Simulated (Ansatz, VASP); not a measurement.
One calculation of BN, two programs

```
B N
1.0
     0.00000    1.75805    1.75805
     1.75805    0.00000    1.75805
     1.75805    1.75805    0.00000
B N
1 1
Direct
  0.00000 0.00000 0.00000
  0.25000 0.25000 0.25000
```

Alike in both runs: task single point; functional PBEsol; k mesh 10 × 10 × 10; no spin polarisation.

|  | VASP | Ansatz |
| --- | --- | --- |
| version | VASP 6.6.1 | Ansatz 0.2.0 |
| potentials or method | VASP PAW PBE potentials, release 64 (B, N), cutoff 600 eV | scalar-relativistic, plane waves, PAW |
| occupations | gaussian, width 0.01 eV | fixed |
| valence electrons in the cell | 8 | 8 |

```csv
,VASP,Ansatz,Ansatz less VASP
gap on the k mesh at the Fermi level (eV),4.36,4.37,+0.015
least direct gap on the mesh (eV),9.15,9.16,+0.011
```

VASP's potentials were made for PBE, not for PBEsol.
